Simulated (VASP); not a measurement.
Here is a VASP 6.6.1 calculation.

Contents of INCAR:

```
SYSTEM = MgCd3O
  PREC = Accurate
  ENCUT = 600
  EDIFF = 1E-7
  ISMEAR = 0
  SIGMA = 0.1
  LREAL = .FALSE.
  LASPH = .TRUE.
  NELM = 120
  ALGO = Normal
  ISIF = 3
  LWAVE = .FALSE.
  LCHARG = .FALSE.
  GGA = PE
  IBRION = 2
  NSW = 90
  EDIFFG = -0.04
  GGA_COMPAT = .FALSE.
  NELMIN = 4
```

File KPOINTS:

```
regular mesh
0
G
  4 4 4
  0 0 0
```

Contents of POSCAR:

```
MgCd3O
1.0
    4.6321863100      0.0000000000      0.0000000000
    0.0000000000      4.6321863100      0.0000000000
    0.0000000000      0.0000000000      4.6321863100
Mg Cd O
1 3 1
Direct
    0.5000000000      0.5000000000      0.5000000000
    0.5000000000      0.0000000000      0.5000000000
    0.5000000000      0.5000000000      0.0000000000
    0.0000000000      0.5000000000      0.5000000000
    0.0000000000      0.0000000000      0.0000000000
```

Potentials or basis: VASP PAW PBE potentials, release 64 (Mg, Cd, O).

Run with:

```sh
$ cat potpaw_PBE.64/Mg/POTCAR potpaw_PBE.64/Cd/POTCAR potpaw_PBE.64/O/POTCAR > POTCAR
$ mpirun -np 1 vasp_std > vasp.out
```

**Question.** What does it give for the space group after relaxing (to 0.05 Å)?

**Answer.** Pm-3m (No. 221).

**Question.** Estimate the relaxed volume.

**Answer.** 30.66 Å³/atom.

**Question.** Estimate the relaxed cell.

**Answer.** a = 5.352 Å, b = 5.352 Å, c = 5.352 Å, α = 90.00°, β = 90.00°, γ = 90.00°.

**Question.** Estimate the band gap on the k mesh.

**Answer.** Zero (band 22 reaches -0.65 eV, above the bottom of band 23 at -1.34 eV).

Step by step:
| step | energy change (eV) | largest force (eV/Å) | pressure (GPa) | volume (Å³) |
| --- | --- | --- | --- | --- |
| 1 | 0.0000 | 0.0000 | 18.87 | 99.39 |
| 2 | -1.9488 | 0.0000 | 2.35 | 137.03 |
| 3 | -2.0388 | 0.0000 | 0.97 | 145.84 |
| 4 | -2.0130 | 0.0000 | -1.25 | 164.57 |
| 5 | -2.0604 | 0.0000 | -0.03 | 153.30 |

Caveat: the volume moved by over 15 % at a fixed basis, so the end points are rough.
